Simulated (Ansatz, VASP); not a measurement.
# One calculation of MnO, two programs

```
Mn O
1.0
     0.00000    2.22200    2.22200
     2.22200    0.00000    2.22200
     2.22200    2.22200    0.00000
Mn O
1 1
Direct
  0.00000 0.00000 0.00000
  0.50000 0.50000 0.50000
```

Alike in both runs: task single point; functional PBE; k mesh 10 × 10 × 10; occupations fermi-dirac, width 0.05 eV; collinear spin.

|  | VASP | Ansatz |
| --- | --- | --- |
| version | VASP 6.6.1 | Ansatz 0.2.0 |
| potentials or method | VASP PAW PBE potentials, release 64 (Mn_pv, O), cutoff 520 eV | all-electron LAPW, scalar-relativistic |

Ansatz gave:

* gap on the k mesh at the Fermi level (eV): none
* pressure (GPa): 0.4
* net moment per atom (μB): 2.39
* size of the moment on the site where the two differ most (μB): 0.24

Question: What did VASP give for the same quantities?

Answer: gap on the k mesh at the Fermi level (eV): none; pressure (GPa): 0.6; net moment per atom (μB): 2.39; size of the moment on the site where the two differ most (μB): 0.20.

Site moments also hang on the region over which each program counts them. A gap of «none» marks a metal or a gap that the smearing closes. Ansatz ran all-electron here, and VASP with PAW potentials.
